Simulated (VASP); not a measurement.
# La (P6/mmm) in VASP: further runs

The runs below take La through single point, relaxation of shape and atoms at fixed volume, with PBE.

Program: VASP 6.6.1. These are calculated values, not measurements. Logs are shortened: lines on timing, memory, paths and dates and some standing lists are left out, and cuts for length are marked.

### Step 1. The cell of the first run

The structure is hexagonal, space group P6/mmm (No. 191). Conventional cell: a = 3.388 Å, b = 3.388 Å, c = 3.346 Å, α = 90.00°, β = 90.00°, γ = 120.00°. Within 4.4 Å of La (site symmetry 6/mmm) lie 8 La at 3.35 to 3.39 Å.

### Step 2. Single point, PBE (volume scaled by 0.9)

The input, INCAR:

```
  PREC = Accurate
  ENCUT = 520
  EDIFF = 1E-6
  ISMEAR = -1
  SIGMA = 0.08
  LREAL = False
  LASPH = True
  NELM = 100
  ALGO = Normal
  ISIF = 2
  LWAVE = False
  LCHARG = False
  GGA = PE
  NBANDS = 12
```

The input, KPOINTS:

```
regular mesh
0
Gamma
  12 12 11
```

The input, POSCAR:

```
La
1.0
    3.3878002428      0.0000000000      0.0000000000
   -1.6939001214      2.9339210732      0.0000000000
    0.0000000000      0.0000000000      3.3455086990
La
1
Direct
    0.0000000000      0.0000000000      0.0000000000
```

Potentials or basis: VASP PAW PBE potentials, release 64 (La).

The run is started by

```bash
> cat potpaw_PBE.64/La/POTCAR > POTCAR
> mpirun -np 1 vasp_std > vasp.out
```

OUTCAR:

```text
PREC = Accurate
   ENCUT = 520
   EDIFF = 1E-6
   ISMEAR = -1
   LREAL = False
   LASPH = True
   NELM = 100
   ISIF = 2
   GGA = PE

 ion  position               nearest neighbor table
   1  0.000  0.000  0.000-

  LATTYP: Found a hexagonal cell.
 ALAT       =     3.3878002428
 C/A-ratio  =     0.9875165179

  Lattice vectors:

 A1 = (   3.3878002428,   0.0000000000,   0.0000000000)
 A2 = (  -1.6939001214,   2.9339210732,   0.0000000000)
 A3 = (   0.0000000000,   0.0000000000,   3.3455086990)

Analysis of symmetry for initial positions (statically):
=====================================================================
 Subroutine PRICEL returns:
 Original cell was already a primitive cell.

 Routine SETGRP: Setting up the symmetry group for a
 hexagonal supercell.

 Subroutine GETGRP returns: Found 24 space group operations
 (whereof 24 operations were pure point group operations)
 out of a pool of 24 trial point group operations.

The static configuration has the point symmetry D_6h.

Analysis of symmetry for dynamics (positions and initial velocities):
=====================================================================
 Subroutine PRICEL returns:
 Original cell was already a primitive cell.

 Routine SETGRP: Setting up the symmetry group for a
 hexagonal supercell.

 Subroutine GETGRP returns: Found 24 space group operations
 (whereof 24 operations were pure point group operations)
 out of a pool of 24 trial point group operations.

The dynamic configuration has the point symmetry D_6h.

 Subroutine INISYM returns: Found 24 space group operations
 (whereof 24 operations are pure point group operations),
 and found     1 'primitive' translations

----------------------------------------------------------------------------------------

                                     Primitive cell

  volume of cell :      33.2528

  direct lattice vectors                    reciprocal lattice vectors
     3.387800243  0.000000000  0.000000000     0.295176790  0.170420399  0.000000000
    -1.693900121  2.933921073  0.000000000     0.000000000  0.340840798  0.000000000
     0.000000000  0.000000000  3.345508699     0.000000000  0.000000000  0.298908205

  length of vectors
     3.387800243  3.387800243  3.345508699     0.340840798  0.340840798  0.298908205

  position of ions in fractional coordinates (direct lattice)
     0.000000000  0.000000000  0.000000000

  ion indices of the primitive-cell ions
   primitive index   ion index
                 1           1

----------------------------------------------------------------------------------------

 KPOINTS: regular mesh

Automatic generation of k-mesh.
 Grid dimensions read from file:
 generate k-points for:   12   12   11

 Generating k-lattice:

  Cartesian coordinates                     Fractional coordinates (reciprocal lattice)
     0.024598066  0.014201700  0.000000000     0.083333333 -0.000000000  0.000000000
     0.000000000  0.028403400  0.000000000     0.000000000  0.083333333  0.000000000
     0.000000000  0.000000000  0.027173473     0.000000000  0.000000000  0.090909091

  Length of vectors
     0.028403400  0.028403400  0.027173473

  Shift w.r.t. Gamma in fractional coordinates (k-lattice)
     0.000000000  0.000000000  0.000000000

 Subroutine IBZKPT returns following result:
 ===========================================

 Found    114 irreducible k-points:

 Following reciprocal coordinates:
            Coordinates               Weight
  0.000000  0.000000  0.000000      1.000000
  0.083333 -0.000000  0.000000      6.000000
  0.166667 -0.000000  0.000000      6.000000
  0.250000  0.000000  0.000000      6.000000
  0.333333  0.000000  0.000000      6.000000
  0.416667  0.000000  0.000000      6.000000
[... 16 lines left out ...]
  0.250000  0.000000  0.090909     12.000000
  0.333333  0.000000  0.090909     12.000000
 [... further k-points ...]
   k-points           NKPTS =    114   k-points in BZ     NKDIM =    114   number of bands    NBANDS=     12
   number of dos      NEDOS =    301   number of ions     NIONS =      1
   total plane-waves  NPLWV =  21952
   dimension x,y,z NGX =    28 NGY =   28 NGZ =   28
   dimension x,y,z NGXF=    56 NGYF=   56 NGZF=   56
   ions per type =               1
   NGX,Y,Z   is equivalent  to a cutoff of  13.74, 13.74, 13.91 a.u.
   NGXF,Y,Z  is equivalent  to a cutoff of  27.48, 27.48, 27.83 a.u.
 SYSTEM =  unknown system
   PREC   = accura    normal or accurate (medium, high low for compatibility)
   ISTART =      0    job   : 0-new  1-cont  2-samecut
   ICHARG =      2    charge: 1-file 2-atom 10-const
   ISPIN  =      1    spin polarized calculation?
   LNONCOLLINEAR =      F non collinear calculations
   LSORBIT =      F    spin-orbit coupling
   LASPH  =      T    aspherical Exc in radial PAW
   ENCUT  =  520.0 eV  38.22 Ry    6.18 a.u.   6.30  6.30  6.22*2*pi/ulx,y,z
   NELM   =    100;   NELMIN=  2; NELMDL= -5     # of ELM steps
   EDIFF  = 0.1E-05   stopping-criterion for ELM
   LREAL  =      F    real-space projection
   EDIFFG = 0.1E-04   stopping-criterion for IOM
   NSW    =      0    number of steps for IOM
   IBRION =     -1    ionic relax: 0-MD 1-quasi-New 2-CG
   NFREE  =      0    steps in history (QN), initial steepest desc. (CG)
   ISIF   =      2    stress and relaxation
   ISYM   =      2    0-nonsym 1-usesym 2-fastsym
   POTIM  = 0.5000    time-step for ionic-motion
   TEBEG  =    0.0;   TEEND  =   0.0 temperature during run
   PSTRESS=    0.0 pullay stress
   NELECT =      11.0000    total number of electrons
   NUPDOWN=      -1.0000    fix difference up-down
   EMIN   =  10.00;   EMAX   =-10.00  energy-range for DOS
   EFERMI =   0.00;   METHOD = LEGACY
   ISMEAR =    -1;   SIGMA  =   0.08  broadening in eV -4-tet -1-fermi 0-gaus
   EFERMI_NEDOS =   21; number of points for ismear=-14 and -15
   IALGO  =     38    algorithm
   IMIX   =      4    mixing-type and parameters
     AMIX     =   0.40;   BMIX     =  1.00
     AMIX_MAG =   1.60;   BMIX_MAG =  1.00
  volume/ion in A,a.u.               =      33.25       224.40
  Fermi-wavevector in a.u.,A,eV,Ry     =   1.132217  2.139580 17.441511  1.281915
  Thomas-Fermi vector in A             =   2.268917
   LORBIT       =      0    0 simple, 1 ext, 2 COOP (PROOUT), +10 PAW based schemes
   GGA     = PE    functional components
   LHFCALC =     F    Hartree Fock is set to
   AEXX    =    0.0000 exact exchange contribution
   IVDW    =     0    specifies the selected vdW correction
   LEPSILON=     F    determine dielectric tensor
   LRPA    =     F    only Hartree local field effects (RPA)
 non-spin polarized calculation
  energy-cutoff  :      520.00
  volume of cell :       33.25
 maximum number of plane-waves:       918
 NGX is ok and might be reduce to    28
   NGX = 13   NGY = 13   NGZ = 13

 number of electron      10.9999999 magnetization

 Free energy of the ion-electron system (eV)
  ---------------------------------------------------
  ext. energy  EPLUGINS =         0.00000000
  ---------------------------------------------------
  free energy    TOTEN  =        -4.58875592 eV

  energy without entropy =       -4.54561188  energy(sigma->0) =       -4.56718390

 E-fermi :   8.8030     XC(G=0):  -9.9842

 val. band max:        8.7983128571   @ k =   0.3333   0.1667   0.1818
 cond. band min:       8.8073547591   @ k =   0.3333   0.0833   0.0909
 fundamental gap:      0.0090419019
 Fermi energy:         8.8030305870

 k-point     1 :       0.0000    0.0000    0.0000
  band No.  band energies     occupation
      1     -24.0347      2.00000
      2      -6.8377      2.00000
      3      -6.4779      2.00000
      4      -6.4779      2.00000
      5       6.0390      2.00000
      6       7.6825      2.00000
      7      10.2065      0.00000
      8      10.6319      0.00000
      9      10.6319      0.00000
     10      11.1471      0.00000
     11      11.1959      0.00000
     12      11.2187      0.00000

 k-point     2 :       0.0833   -0.0000    0.0000
  band No.  band energies     occupation
      1     -24.0097      2.00000
      2      -6.8166      2.00000
      3      -6.6667      2.00000
      4      -6.5177      2.00000
      5       6.2696      2.00000
      6       7.8278      1.99999
      7       9.7357      0.00002
      8      10.7009      0.00000
      9      10.9830      0.00000
     10      11.1493      0.00000
     11      11.1832      0.00000
     12      11.1926      0.00000

 k-point     3 :       0.1667   -0.0000    0.0000
  band No.  band energies     occupation
      1     -23.9405      2.00000
      2      -7.1527      2.00000
      3      -6.7582      2.00000
      4      -6.6243      2.00000
      5       6.7943      2.00000
      6       8.1626      1.99933
      7       9.2974      0.00414
      8      10.8151      0.00000
      9      11.0908      0.00000
     10      11.1539      0.00000
     11      11.1847      0.00000
     12      11.2347      0.00000
[... 286 lines left out ...]
 k-point    23 :       0.2500    0.0000    0.0909
  band No.  band energies     occupation
      1     -23.8265      2.00000
      2      -7.7415      2.00000
      3      -6.8411      2.00000
      4      -6.7507      2.00000
      5       7.4300      2.00000
      6       8.2960      1.99647
      7       9.8194      0.00001
      8      10.7870      0.00000
      9      10.8872      0.00000
     10      11.1294      0.00000
     11      11.1753      0.00000
     12      11.3005      0.00000

 k-point    24 :       0.3333    0.0000    0.0909
  band No.  band energies     occupation
      1     -23.7266      2.00000
      2      -8.2978      2.00000
      3      -6.8860      2.00000
      4      -6.7532      2.00000
      5       7.3065      2.00000
      6       8.5376      1.93004
      7      10.3441      0.00000
      8      10.7622      0.00000
      9      10.8998      0.00000
     10      11.0788      0.00000
     11      11.1743      0.00000
     12      11.3740      0.00000

 [... further k-points ...]

------------------------ aborting loop because EDIFF is reached ----------------------------------------

  FORCE on cell =-STRESS in cart. coord.  units (eV):
  Direction    XX          YY          ZZ          XY          YZ          ZX
  --------------------------------------------------------------------------------------
  -------------------------------------------------------------------------------------
  Total        0.6434077      0.6434077      0.6415750      0.0000000      0.0000000      0.0000000
  in kB       31.0004805     31.0004805     30.9121791      0.0000000      0.0000000      0.0000000
  external PRESSURE =      30.9710467 kB  Pullay stress =       0.0000000 kB

 VOLUME and BASIS-vectors are now :
 -----------------------------------------------------------------------------
  energy-cutoff  :      520.00
  volume of cell :       33.25
      direct lattice vectors                 reciprocal lattice vectors
     3.387800243  0.000000000  0.000000000     0.295176790  0.170420399  0.000000000
    -1.693900121  2.933921073  0.000000000     0.000000000  0.340840798  0.000000000
     0.000000000  0.000000000  3.345508699     0.000000000  0.000000000  0.298908205

 POSITION                                       TOTAL-FORCE (eV/Angst)
 -----------------------------------------------------------------------------------
      0.00000      0.00000      0.00000         0.000000      0.000000      0.000000
 -----------------------------------------------------------------------------------
    total drift:                                0.000000      0.000000     -0.000000

  FREE ENERGIE OF THE ION-ELECTRON SYSTEM (eV)
  ---------------------------------------------------
  free  energy   TOTEN  =        -4.5887559183 eV

  energy  without entropy=       -4.5456118826  energy(sigma->0) =       -4.56718390
```

Run time: 92 s. Hardware: 1 thread of Intel Xeon 8259CL, shared host; peak memory 0.21 GiB.

What came out:

| Property | Result |
| --- | --- |
| Free energy | -4.5888 eV |
| Pressure | 3.1 GPa |

Levels at points of the mesh, in eV from the Fermi level:
| k point | band 4 | band 5 | band 6 | band 7 | band 8 | band 9 |
| --- | --- | --- | --- | --- | --- | --- |
| (0.00, 0.00, 0.00) | -15.28 | -2.76 | -1.12 | 1.40 | 1.83 | 1.83 |
| (0.50, 0.00, 0.00) | -15.31 | -1.90 | 0.22 | 1.48 | 2.08 | 2.26 |

Caveat: the cell differs from its parent crystal (volume scaled by 0.9); spin-orbit coupling is left out, which moves the levels of the heavy elements.

### Step 3. Single point, PBE

This run uses another cell than the first one, of 36.95 Å³/atom, 1.111 times its volume.

The input, INCAR:

```
SYSTEM = La
ALGO     = Normal         ! electronic algorithm
EDIFF    = 1E-6           ! SCF threshold, eV
ENCUT    = 520            ! plane-wave cutoff, eV
GGA      = PE             ! functional
ISIF     = 2              ! what is computed and relaxed
ISMEAR   = -1             ! smearing method
LASPH    = .True.         ! aspherical terms in the spheres
LCHARG   = .False.        ! write CHGCAR
LREAL    = .False.        ! projectors in reciprocal space
LWAVE    = .False.        ! write WAVECAR
NBANDS   = 12             ! bands
NELM     = 80             ! most SCF steps
PREC     = Accurate       ! precision mode
SIGMA    = 0.08           ! smearing width, eV
```

The input, KPOINTS:

```
k-points
0
Gamma
  12 12 11
  0 0 0
```

The input, POSCAR:

```
La
1.0
    3.4987018636      0.0000000000      0.0000000000
   -1.7493509318      3.0299646941      0.0000000000
    0.0000000000      0.0000000000      3.4853096678
La
1
Direct
    0.0000000000      0.0000000000      0.0000000000
```

Potentials or basis: VASP PAW PBE potentials, release 64 (La).

The run is started by

```bash
> cat potpaw_PBE.64/La/POTCAR > POTCAR
> mpirun -np 1 vasp_std > vasp.out
```

It took 1.7 min on 1 thread of Intel Xeon 8259CL, shared host; peak memory 0.21 GiB.

Results (log left out):

```
Free energy : -4.6232 eV
Pressure    : 0.0 GPa
```

Levels at points of the mesh, in eV from the Fermi level:
```tsv
k point	band 2	band 3	band 4	band 5	band 6	band 7	band 8	band 9	band 10	band 11
(0.00, 0.00, 0.00)	-15.97	-15.64	-15.64	-2.89	-0.94	1.34	1.74	1.74	2.07	2.14
(0.50, 0.00, 0.00)	-17.47	-16.07	-15.72	-1.72	0.19	1.38	1.88	2.02	2.12	2.18
```

Caveat: spin-orbit coupling is left out, which moves the levels of the heavy elements.

(Continued in part 2 of 3.)
